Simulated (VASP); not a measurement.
Here is a VASP 6.6.1 calculation.

The input INCAR:

```
  AGGAC = 1.0
  AGGAX = 1.0
  ALDAC = 0.0
  ALDAX = 1.0
  ALGO = Normal
  EDIFF = 1E-6
  ENCUT = 520
  GGA = B5
  ISIF = 2
  ISMEAR = -1
  LASPH = T
  LCHARG = T
  LELF = T
  LREAL = F
  LVHAR = T
  LWAVE = F
  NBANDS = 10
  NELM = 100
  PREC = Accurate
  SIGMA = 0.1
```

File KPOINTS:

```
k-points
0
Gamma
  8 8 11
```

File POSCAR:

```
Mg
1.0
    5.2106424809      0.0000000000      0.0000000000
   -2.6053212404      4.5125487585      0.0000000000
    0.0000000000      0.0000000000      3.1775272080
Mg
3
Direct
    1.0000000000      1.0000000000      0.0000000000
    0.3333333333      0.6666666667      0.5000000000
    0.6666666667      0.3333333333      0.5000000000
```

Potentials or basis: VASP PAW PBE potentials, release 64 (Mg).

Run with:

```bash
$ cat potpaw_PBE.64/Mg/POTCAR > POTCAR
$ mpirun -np 1 vasp_std > vasp.out
```

(1) What does it give for the band gap on the k mesh?

(2) What does it give for the pressure?

Results:

(1) zero (bands 3 and 4 overlap by 4.01 eV).

(2) -1.1 GPa.

Caveat: the PAW data sets were made with another functional, which shifts forces and pressure a little.
